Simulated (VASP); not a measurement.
# H15C2NO6 in VASP: further runs, part 2 of 3

VASP 6.6.1. Earlier steps stand in the parts before.

## (4) Single point, PBE

INCAR

```
SYSTEM = H15C2NO6
  PREC = Accurate
  ENCUT = 520
  EDIFF = 1E-6
  ISMEAR = -1
  SIGMA = 0.05
  LREAL = Auto
  LASPH = .True.
  NELM = 60
  ALGO = Normal
  ISIF = 2
  LWAVE = .False.
  LCHARG = .False.
  GGA = PE
  NBANDS = 50
```

KPOINTS

```
Automatic mesh
0
Gamma
  1 1 1
  0 0 0
```

POSCAR

```
H15C2NO6
1.0
    6.4392770000      0.0000000000      0.0000000000
    0.0000000000      6.4392770000      0.0000000000
    0.0000000000      0.0000000000      6.4392770000
O H C N
6 15 2 1
Direct
    0.6630247464      0.1871483398      0.7466987365
    0.4758298175      0.3113237713      0.1572847386
    0.4458575085      0.5677966641      0.8519124119
    0.1219702150      0.4674903720      0.4202956326
    0.6877480189      0.5463812164      0.4650366804
    0.4323156156      0.8321275820      0.2719249382
    0.8110071985      0.1569430854      0.7604425155
    0.6663015118      0.3149577196      0.6573719379
    0.4580017291      0.3232661058      0.0033544139
    0.4780195044      0.1587290002      0.2144029524
    0.5074327444      0.6568594580      0.9575609187
    0.5455115535      0.5722070972      0.7480342902
    0.2326348129      0.4473949482      0.5111598709
    0.1511970987      0.3834126098      0.2989155460
    0.6186253519      0.5251365953      0.3408767786
    0.8387121722      0.5613052521      0.4239761700
    0.3219305521      0.7926821598      0.3716411019
    0.5714927312      0.8268940752      0.3479583189
    0.0352834643      0.0551148832      0.7259821250
    0.2693159496     -0.0446944587      0.8476572758
    0.0779901222     -0.2320912736      0.7815939585
    0.1019834991     -0.0648054122      0.8418802297
   -0.0096128805     -0.0382185764      1.0458006388
   -0.1232591796     -0.0308575015      1.1886893513
```

Potentials or basis: VASP PAW PBE potentials, release 64 (O, H, C, N).

Started as:

```sh
$ cat potpaw_PBE.64/O/POTCAR potpaw_PBE.64/H/POTCAR potpaw_PBE.64/C/POTCAR potpaw_PBE.64/N/POTCAR > POTCAR
$ mpirun -np 1 vasp_gam > vasp.out
```

OUTCAR:

```text
SYSTEM = H15C2NO6
   PREC = Accurate
   ENCUT = 520
   EDIFF = 1E-6
   ISMEAR = -1
   LREAL = Auto
   LASPH = .True.
   NELM = 60
   ISIF = 2
   GGA = PE

 ion  position               nearest neighbor table
   1  0.663  0.187  0.747-   7 0.98   8 1.00
   2  0.476  0.311  0.157-   9 1.00  10 1.05
   3  0.446  0.568  0.852-  12 0.93  11 0.97
   4  0.122  0.467  0.420-  13 0.93  14 0.97
   5  0.688  0.546  0.465-  15 0.93  16 1.01
   6  0.432  0.832  0.272-  17 0.99  18 1.02
   7  0.811  0.157  0.760-   1 0.98
   8  0.666  0.315  0.657-   1 1.00
   9  0.458  0.323  0.003-   2 1.00
  10  0.478  0.159  0.214-   2 1.05
  11  0.507  0.657  0.958-   3 0.97
  12  0.546  0.572  0.748-   3 0.93
  13  0.233  0.447  0.511-   4 0.93
  14  0.151  0.383  0.299-   4 0.97
  15  0.619  0.525  0.341-   5 0.93
  16  0.839  0.561  0.424-   5 1.01
  17  0.322  0.793  0.372-   6 0.99
  18  0.571  0.827  0.348-   6 1.02
  19  0.035  0.055  0.726-  22 1.16
  20  0.269  0.955  0.848-  22 1.09
  21  0.078  0.768  0.782-  22 1.16
  22  0.102  0.935  0.842-  20 1.09  21 1.16  19 1.16  23 1.51
  23  0.990  0.962  0.046-  24 1.18  22 1.51
  24  0.877  0.969  0.189-  23 1.18

  LATTYP: Found a simple cubic cell.
 ALAT       =     6.4392770000

  Lattice vectors:

 A1 = (   6.4392770000,   0.0000000000,   0.0000000000)
 A2 = (   0.0000000000,   6.4392770000,   0.0000000000)
 A3 = (   0.0000000000,   0.0000000000,   6.4392770000)

Analysis of symmetry for initial positions (statically):
=====================================================================
 Subroutine PRICEL returns:
 Original cell was already a primitive cell.

 Routine SETGRP: Setting up the symmetry group for a
 simple cubic supercell.

 Subroutine GETGRP returns: Found  1 space group operations
 (whereof  1 operations were pure point group operations)
[... 157 lines left out ...]
  volume/ion in A,a.u.               =      11.13        75.08
  Fermi-wavevector in a.u.,A,eV,Ry     =   1.016946  1.921748 14.070850  1.034178
  Thomas-Fermi vector in A             =   2.150318
   LORBIT       =      0    0 simple, 1 ext, 2 COOP (PROOUT), +10 PAW based schemes
   GGA     = PE    functional components
   LHFCALC =     F    Hartree Fock is set to
   AEXX    =    0.0000 exact exchange contribution
   IVDW    =     0    specifies the selected vdW correction
   LEPSILON=     F    determine dielectric tensor
   LRPA    =     F    only Hartree local field effects (RPA)
 non-spin polarized calculation
  energy-cutoff  :      520.00
  volume of cell :      267.00
 maximum number of plane-waves:      3562
 NGX is ok and might be reduce to    48
   NGX = 23   NGY = 23   NGZ = 23

 number of electron      63.9999991 magnetization

 Free energy of the ion-electron system (eV)
  ---------------------------------------------------
  ext. energy  EPLUGINS =         0.00000000
  ---------------------------------------------------
  free energy    TOTEN  =      -123.03465303 eV

  energy without entropy =     -123.03465303  energy(sigma->0) =     -123.03465303

 E-fermi :  -1.9984     XC(G=0):  -6.6763

 val. band max:       -3.2462990390   @ k =   0.0000   0.0000   0.0000
 cond. band min:       0.9551872865   @ k =   0.0000   0.0000   0.0000
 fundamental gap:      4.2014863255
 Fermi energy:        -1.9983923874

 k-point     1 :       0.0000    0.0000    0.0000
  band No.  band energies     occupation
      1     -22.7239      2.00000
      2     -22.5613      2.00000
      3     -22.2964      2.00000
      4     -21.6193      2.00000
      5     -21.5594      2.00000
      6     -20.6550      2.00000
[... 36 lines left out ...]
     43       6.1239      0.00000
     44       6.4981      0.00000
 [bands above 44 left out]

------------------------ aborting loop because EDIFF is reached ----------------------------------------

  FORCE on cell =-STRESS in cart. coord.  units (eV):
  Direction    XX          YY          ZZ          XY          YZ          ZX
  --------------------------------------------------------------------------------------
  -------------------------------------------------------------------------------------
  Total       -0.3889325     -3.8779495     -0.5625130     -1.7242648      1.6707664      2.6460446
  in kB       -2.3338531    -23.2702695     -3.3754508    -10.3467328     10.0257066     15.8780228
  external PRESSURE =      -9.6598578 kB  Pullay stress =       0.0000000 kB

 VOLUME and BASIS-vectors are now :
 -----------------------------------------------------------------------------
  energy-cutoff  :      520.00
  volume of cell :      267.00
      direct lattice vectors                 reciprocal lattice vectors
     6.439277000  0.000000000  0.000000000     0.155296938  0.000000000  0.000000000
     0.000000000  6.439277000  0.000000000     0.000000000  0.155296938  0.000000000
     0.000000000  0.000000000  6.439277000     0.000000000  0.000000000  0.155296938

 POSITION                                       TOTAL-FORCE (eV/Angst)
 -----------------------------------------------------------------------------------
      4.26940      1.20510      4.80820         0.267144      0.780579     -0.729358
      3.06400      2.00470      1.01280        -0.471807     -2.134699      1.097701
      2.87100      3.65620      5.48570        -1.685255      0.398818      1.575267
      0.78540      3.01030      2.70640        -2.114849      0.613267     -1.034263
      4.42860      3.51830      2.99450         2.994783      0.933142      2.440349
      2.78380      5.35830      1.75100         0.858177      0.345735      0.905800
[... 16 lines left out ...]
      6.37738      6.19318      0.29492        -0.065728     -0.478218     -0.603416
      5.64558      6.24058      1.21502         0.997535      0.029908     -0.817968
 -----------------------------------------------------------------------------------
    total drift:                                0.002426      0.003353      0.008267

  FREE ENERGIE OF THE ION-ELECTRON SYSTEM (eV)
  ---------------------------------------------------
  free  energy   TOTEN  =      -123.0346530314 eV

  energy  without entropy=     -123.0346530314  energy(sigma->0) =     -123.03465303
```

stdout:

```text
POSCAR found type information on POSCAR O H C N
 POSCAR found :  4 types and      24 ions
 scaLAPACK will be used
 LDA part: xc-table for (Slater+PW92), standard interpolation
 POSCAR, INCAR and KPOINTS ok, starting setup
 FFT: planning ... GRIDC
 FFT: planning ... GRID_SOFT
 FFT: planning ... GRID
 WAVECAR not read
 entering main loop
```

It took 33 s on 1 thread of AMD EPYC 7R13 (Zen 3), shared host; peak memory 0.26 GiB.

What came out:

* Free energy: -123.0347 eV
* Pressure: -1.0 GPa
* Largest force: 3.974 eV/Å
* Band gap on the k mesh: 4.20 eV

Forces in eV/Å, atoms in the order of the input:
```
O    0.267  0.781 -0.729
O   -0.472 -2.135  1.098
O   -1.685  0.399  1.575
O   -2.115  0.613 -1.034
O    2.995  0.933  2.440
O    0.858  0.346  0.906
H   -0.502 -0.006  0.087
H    0.002 -0.877  0.165
H    0.378 -0.438  0.971
H    0.017  2.292 -1.604
H   -0.457  0.071  0.472
H    1.847  0.052 -2.423
H    1.712 -0.380  1.382
H    0.467 -0.120 -0.255
H   -1.721 -1.040 -2.690
H   -1.059 -0.385  0.666
H    0.745  0.049 -0.515
H   -1.701  0.026 -0.570
H    0.743 -1.212  0.745
H    0.250  0.248  0.376
H   -0.049  1.543  0.528
C   -1.453 -0.310 -0.169
C   -0.066 -0.478 -0.603
N    0.998  0.030 -0.818
```

Caveat: the k points lie up to 0.98 Å⁻¹ apart.

(Part 2 of 3 ends here.)
